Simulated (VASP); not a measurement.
# Bi2F3 (R-3c) in VASP: a series of runs

Bi2F3 is run at these levels: PBE; tasks: single point, relaxation of cell and atoms.

All numbers are computed with VASP 6.6.1; they aren't measurements. Logs are shortened: lines on timing, memory, paths and dates and some standing lists are left out, and cuts for length are marked.

## 1. The cell of the first run

It takes space group R-3c (No. 167, trigonal). Conventional cell: a = 7.204 Å, b = 7.204 Å, c = 13.524 Å, α = 90.00°, β = 90.00°, γ = 120.00°. Within 3.2 Å of Bi (site symmetry 3) lie 6 F at 2.41 to 3.08 Å and 1 Bi at 3.02 Å. Within 3.4 Å of F (site symmetry 2) lie 4 Bi at 2.41 to 3.08 Å and 6 F at 3.28 to 3.32 Å.

## 2. Single point, PBE

Input file INCAR:

```
  ALGO = Normal
  EDIFF = 1E-7
  ENCUT = 520
  GGA = PE
  ISIF = 2
  ISMEAR = 0
  LASPH = T
  LCHARG = F
  LREAL = F
  LWAVE = F
  NBANDS = 62
  NELM = 60
  PREC = Accurate
  SIGMA = 0.1
```

Input file KPOINTS:

```
k-points
0
Gamma
  3 3 3
```

Input file POSCAR:

```
Bi2F3
1.0
    3.6021021943      2.0796746715      4.5080723731
   -3.6021021943      2.0796746715      4.5080723731
    0.0000000000     -4.1593493431      4.5080723730
Bi F
4 6
Direct
    0.8882837500      0.8882837500      0.8882837500
    0.6117162500      0.6117162500      0.6117162500
    0.1117162500      0.1117162500      0.1117162500
    0.3882837500      0.3882837500      0.3882837500
    0.0888959440      0.4111040560      0.7500000000
    0.7500000000      0.0888959440      0.4111040560
    0.4111040560      0.7500000000      0.0888959440
    0.9111040560      0.5888959440      0.2500000000
    0.2500000000      0.9111040560      0.5888959440
    0.5888959440      0.2500000000      0.9111040560
```

Potentials or basis: VASP PAW PBE potentials, release 64 (Bi_d, F).

On the command line:

```console
$ cat potpaw_PBE.64/Bi_d/POTCAR potpaw_PBE.64/F/POTCAR > POTCAR
$ mpirun -np 1 vasp_std > vasp.out
```

OUTCAR:

```text
EDIFF = 1E-7
   ENCUT = 520
   GGA = PE
   ISIF = 2
   ISMEAR = 0
   LASPH = T
   LREAL = F
   NELM = 60
   PREC = Accurate

 ion  position               nearest neighbor table
   1  0.888  0.888  0.888-  10 2.41   8 2.41   9 2.41   3 3.02   2 3.74
   2  0.612  0.612  0.612-   9 2.41   8 2.41  10 2.41   4 3.02   1 3.74
   3  0.112  0.112  0.112-   7 2.41   5 2.41   6 2.41   1 3.02   4 3.74
   4  0.388  0.388  0.388-   6 2.41   5 2.41   7 2.41   2 3.02   3 3.74
   5  0.089  0.411  0.750-   3 2.41   4 2.41
   6  0.750  0.089  0.411-   4 2.41   3 2.41
   7  0.411  0.750  0.089-   3 2.41   4 2.41
   8  0.911  0.589  0.250-   1 2.41   2 2.41
   9  0.250  0.911  0.589-   2 2.41   1 2.41
  10  0.589  0.250  0.911-   1 2.41   2 2.41

  LATTYP: Found a trigonal (rhomboedric) cell.
 ALAT       =     6.1337511751
 COS(alpha) =     0.3102531161

  Lattice vectors:

 A1 = (   3.6021021943,   2.0796746715,   4.5080723731)
 A2 = (  -3.6021021943,   2.0796746715,   4.5080723731)
 A3 = (   0.0000000000,  -4.1593493431,   4.5080723730)

Analysis of symmetry for initial positions (statically):
=====================================================================
 Subroutine PRICEL returns:
 Original cell was already a primitive cell.

 Routine SETGRP: Setting up the symmetry group for a
 trigonal (rhombohedral) supercell.

 Subroutine GETGRP returns: Found 12 space group operations
 (whereof  6 operations were pure point group operations)
 out of a pool of 12 trial point group operations.

The static configuration has the point symmetry S_6 .
 The point group associated with its full space group is D_3d.

Analysis of symmetry for dynamics (positions and initial velocities):
=====================================================================
 Subroutine PRICEL returns:
 Original cell was already a primitive cell.

 Routine SETGRP: Setting up the symmetry group for a
 trigonal (rhombohedral) supercell.

 Subroutine GETGRP returns: Found 12 space group operations
 (whereof  6 operations were pure point group operations)
 out of a pool of 12 trial point group operations.

The dynamic configuration has the point symmetry S_6 .
 The point group associated with its full space group is D_3d.

 Subroutine INISYM returns: Found 12 space group operations
 (whereof  6 operations are pure point group operations),
 and found     1 'primitive' translations

[... 98 lines left out ...]
   ISYM   =      2    0-nonsym 1-usesym 2-fastsym
   POTIM  = 0.5000    time-step for ionic-motion
   TEBEG  =    0.0;   TEEND  =   0.0 temperature during run
   PSTRESS=    0.0 pullay stress
   NELECT =     102.0000    total number of electrons
   NUPDOWN=      -1.0000    fix difference up-down
   EMIN   =  10.00;   EMAX   =-10.00  energy-range for DOS
   EFERMI =   0.00;   METHOD = LEGACY
   ISMEAR =     0;   SIGMA  =   0.10  broadening in eV -4-tet -1-fermi 0-gaus
   EFERMI_NEDOS =   21; number of points for ismear=-14 and -15
   IALGO  =     38    algorithm
   IMIX   =      4    mixing-type and parameters
     AMIX     =   0.40;   BMIX     =  1.00
     AMIX_MAG =   1.60;   BMIX_MAG =  1.00
  volume/ion in A,a.u.               =      20.26       136.74
  Fermi-wavevector in a.u.,A,eV,Ry     =   1.302298  2.460986 23.075209  1.695980
  Thomas-Fermi vector in A             =   2.433375
   LORBIT       =      0    0 simple, 1 ext, 2 COOP (PROOUT), +10 PAW based schemes
   GGA     = PE    functional components
   LHFCALC =     F    Hartree Fock is set to
   AEXX    =    0.0000 exact exchange contribution
   IVDW    =     0    specifies the selected vdW correction
   LEPSILON=     F    determine dielectric tensor
   LRPA    =     F    only Hartree local field effects (RPA)
 non-spin polarized calculation
 Gauss-broadening in eV      SIGMA  =   0.10
  energy-cutoff  :      520.00
  volume of cell :      202.63
 maximum number of plane-waves:      5537
 NGX is ok and might be reduce to    48
   NGX = 23   NGY = 23   NGZ = 23

 number of electron     101.9999995 magnetization

 Free energy of the ion-electron system (eV)
  ---------------------------------------------------
  ext. energy  EPLUGINS =         0.00000000
  ---------------------------------------------------
  free energy    TOTEN  =       -41.96060722 eV

  energy without entropy =      -41.94548959  energy(sigma->0) =      -41.95304840

 E-fermi :   5.3580     XC(G=0):  -9.4114

 val. band max:        5.1842255399   @ k =  -0.3333   0.3333   0.3333
 cond. band min:       5.3615281335   @ k =   0.3333  -0.0000   0.0000
 fundamental gap:      0.1773025936
 Fermi energy:         5.3580148598

 k-point     1 :       0.0000    0.0000    0.0000
  band No.  band energies     occupation
      1     -19.2305      2.00000
      2     -19.2305      2.00000
      3     -19.1759      2.00000
      4     -19.1759      2.00000
      5     -19.1287      2.00000
      6     -18.9323      2.00000
[... 379 lines left out ...]
     61      11.7899      0.00000
     62      11.9676      0.00000

------------------------ aborting loop because EDIFF is reached ----------------------------------------

  FORCE on cell =-STRESS in cart. coord.  units (eV):
  Direction    XX          YY          ZZ          XY          YZ          ZX
  --------------------------------------------------------------------------------------
  -------------------------------------------------------------------------------------
  Total       -0.1180918     -0.1180918     -0.2329436     -0.0000000     -0.0000000     -0.0000000
  in kB       -0.9337636     -0.9337636     -1.8419071     -0.0000000     -0.0000000     -0.0000000
  external PRESSURE =      -1.2364781 kB  Pullay stress =       0.0000000 kB

 VOLUME and BASIS-vectors are now :
 -----------------------------------------------------------------------------
  energy-cutoff  :      520.00
  volume of cell :      202.63
      direct lattice vectors                 reciprocal lattice vectors
     3.602102194  2.079674671  4.508072373     0.138807833  0.080140740  0.073941433
    -3.602102194  2.079674671  4.508072373    -0.138807833  0.080140740  0.073941433
     0.000000000 -4.159349343  4.508072373     0.000000000 -0.160281480  0.073941433

 POSITION                                       TOTAL-FORCE (eV/Angst)
 -----------------------------------------------------------------------------------
      0.00000     -0.00000     12.01334         0.000000      0.000000     -0.043980
      0.00000     -0.00000      8.27298         0.000000     -0.000000      0.043980
      0.00000     -0.00000      1.51087         0.000000     -0.000000      0.043980
      0.00000     -0.00000      5.25123         0.000000      0.000000     -0.043980
     -1.16063     -2.07967      5.63509        -0.005552     -0.000000      0.000000
      2.38136      0.03471      5.63509         0.002776     -0.004808     -0.000000
     -1.22074      2.04497      5.63509         0.002776      0.004808      0.000000
      1.16063      2.07967      7.88913         0.005552     -0.000000     -0.000000
     -2.38136     -0.03471      7.88913        -0.002776      0.004808      0.000000
      1.22074     -2.04497      7.88913        -0.002776     -0.004808     -0.000000
 -----------------------------------------------------------------------------------
    total drift:                               -0.000000     -0.000000      0.000000

  FREE ENERGIE OF THE ION-ELECTRON SYSTEM (eV)
  ---------------------------------------------------
  free  energy   TOTEN  =       -41.9606072157 eV

  energy  without entropy=      -41.9454895905  energy(sigma->0) =      -41.95304840
```

stdout:

```text
POSCAR found type information on POSCAR BiF
 POSCAR found :  2 types and      10 ions
 scaLAPACK will be used
 LDA part: xc-table for (Slater+PW92), standard interpolation
 POSCAR, INCAR and KPOINTS ok, starting setup
 FFT: planning ... GRIDC
 FFT: planning ... GRID_SOFT
 FFT: planning ... GRID
 WAVECAR not read
 entering main loop
```

It took 49 s on 1 thread of Intel Xeon 6975P-C (Granite Rapids), shared host; peak memory 0.34 GiB.

What came out:

- Free energy: -41.9606 eV
- Pressure: -0.1 GPa
- Largest force: 0.044 eV/Å
- Band gap on the k mesh: zero (bands 51 and 52 overlap by 0.63 eV)

Forces on the atoms (eV/Å):
```
Bi   0.000  0.000 -0.044
Bi   0.000  0.000  0.044
Bi   0.000  0.000  0.044
Bi   0.000  0.000 -0.044
F   -0.006  0.000  0.000
F    0.003 -0.005  0.000
F    0.003  0.005  0.000
F    0.006  0.000  0.000
F   -0.003  0.005  0.000
F   -0.003 -0.005  0.000
```

Stress tensor (GPa, compression positive):
```
-0.09  0.00  0.00
 0.00 -0.09  0.00
 0.00  0.00 -0.18
```

Caveat: the k points lie up to 0.37 Å⁻¹ apart, too coarse for converged energies and pressures of a metal; spin-orbit coupling is left out, which moves the levels of the heavy elements.

## 3. Relaxation of cell and atoms, PBE

This run uses another cell than the first one, of 19.01 Å³/atom.

Input file INCAR:

```
PREC = Accurate
ENCUT = 600
EDIFF = 1E-6
ISMEAR = 0
SIGMA = 0.1
LREAL = False
LASPH = True
NELM = 100
ALGO = Normal
ISIF = 3
LWAVE = False
LCHARG = False
GGA = PE
IBRION = 2
NSW = 90
EDIFFG = -0.04
```

Input file KPOINTS:

```
regular mesh
0
Gamma
  3 3 3
```

Input file POSCAR:

```
Bi2F3
1.0
    3.1123290475      1.7969040133      5.6649062467
   -3.1123290475      1.7969040133      5.6649062467
    0.0000000000     -3.5938080268      5.6649062467
Bi F
4 6
Direct
    0.8521800000      0.8521800000      0.8521800000
    0.6478200000      0.6478200000      0.6478200000
    0.1478200000      0.1478200000      0.1478200000
    0.3521800000      0.3521800000      0.3521800000
    0.0562500000      0.4437500000      0.7500000000
    0.7500000000      0.0562500000      0.4437500000
    0.4437500000      0.7500000000      0.0562500000
    0.9437500000      0.5562500000      0.2500000000
    0.2500000000      0.9437500000      0.5562500000
    0.5562500000      0.2500000000      0.9437500000
```

Potentials or basis: VASP PAW PBE potentials, release 64 (Bi_d, F).

On the command line:

```console
$ cat potpaw_PBE.64/Bi_d/POTCAR potpaw_PBE.64/F/POTCAR > POTCAR
$ mpirun -np 1 vasp_std > vasp.out
```

Wall time 75 min (1 thread of Intel Xeon 6975P-C (Granite Rapids), shared host); peak memory 0.44 GiB.

It converged, with:

```yaml
Free_energy: -41.9086 eV
Relaxed_volume: 19.92 Å³/atom
Relaxed_cell: a = 6.116 Å, b = 6.116 Å, c = 6.116 Å, α = 71.32°, β = 71.32°, γ = 71.32°
Space_group_after_relaxing_to_0.1_Å: R-3c (No. 167)
Energy_gained_by_relaxing: 297.9 meV/atom
Ionic_steps: 69
Pressure_after_relaxing: -0.1 GPa
Largest_force_after_relaxing: 0.035 eV/Å
Band_gap_on_the_k_mesh: zero (bands 51 and 52 overlap by 0.72 eV)
```

Forces on the atoms (eV/Å):
```
Bi   0.000  0.000 -0.001
Bi   0.000  0.000  0.001
Bi   0.000  0.000  0.001
Bi   0.000  0.000 -0.001
F    0.035  0.000  0.000
F   -0.017  0.030  0.000
F   -0.017 -0.030  0.000
F   -0.035  0.000  0.000
F    0.017 -0.030  0.000
F    0.017  0.030  0.000
```

The path:
```
step  energy change (eV)  largest force (eV/Å)  pressure (GPa)  volume (Å³)
   1              0.0000                0.1710            9.56       190.09
   3             -0.6870                0.3136           -0.09       215.38
   5             -0.7195                0.2997           -0.22       216.03
   7             -1.0359                0.3995           -0.19       216.94
   9             -1.1005                0.3929           -0.14       217.08
  11             -1.1490                0.3606            0.08       217.24
  13             -1.1755                0.6063            0.13       217.67
  15             -1.2429                0.7356           -0.21       218.52
  17             -1.5281                0.2506           -2.15       221.57
  19             -1.7243                0.1496           -1.68       220.23
  21             -1.7292                0.5524            6.07       195.74
  23             -1.9737                0.3976            1.73       205.99
  25             -2.1418                0.7676            1.99       200.97
  27             -2.2453                0.4008           -0.22       204.51
  29             -2.3160                0.2960            0.37       204.04
  31             -2.3975                0.4472            3.23       203.18
  33             -2.4095                0.4867            2.70       203.39
  35             -2.5234                0.3974            1.93       207.42
  37             -2.6842                0.2370            0.22       225.70
  39             -2.7087                0.2061           -0.18       224.15
  41             -2.7486                0.1675           -0.58       221.10
  43             -2.7296                0.7624            2.52       203.11
  45             -2.7877                0.4142            0.71       211.53
  47             -2.8324                0.2000            1.09       202.03
  49             -2.8488                0.1731            0.38       204.89
  51             -2.8645                0.1447           -0.36       206.99
  53             -2.8854                0.2113            0.62       205.46
  55             -2.8951                0.1855            0.30       206.00
  57             -2.9367                0.1097           -0.18       207.15
  59             -2.9464                0.1125           -0.51       208.00
  61             -2.9575                0.1973            0.40       204.09
  63             -2.9709                0.0367           -0.04       202.61
  65             -2.9732                0.0430           -0.13       202.06
  67             -2.9764                0.0987           -0.07       200.65
  69             -2.9793                0.0350           -0.06       199.17
```

Final structure:
```xyz
10
Lattice="3.5656 2.0586 4.5225 -3.5656 2.0586 4.5225 0.0000 -4.1172 4.5225" Properties=species:S:1:pos:R:3 pbc="T T T"
Bi    0.0000    0.0000   12.0494
Bi    0.0000    0.0000    8.3020
Bi    0.0000    0.0000    1.5182
Bi    0.0000    0.0000    5.2656
F    -1.2136   -2.0586    5.6532
F     2.3896   -0.0217    5.6532
F    -1.1760    2.0803    5.6532
F     1.2136    2.0586    7.9144
F    -2.3896    0.0217    7.9144
F     1.1760   -2.0803    7.9144
```

Levels at points of the mesh, in eV from the Fermi level:
```
           k point  band 48  band 49  band 50  band 51  band 52  band 53
(0.00, 0.00, 0.00)    -4.42    -2.00    -0.30     0.55     0.73     0.73
```

Caveat: the k points lie up to 0.37 Å⁻¹ apart in the final cell, too coarse for converged energies and pressures of a metal; spin-orbit coupling is left out, which moves the levels of the heavy elements.

The gap in the log of VASP goes by the Fermi energy; the results here count the filled bands.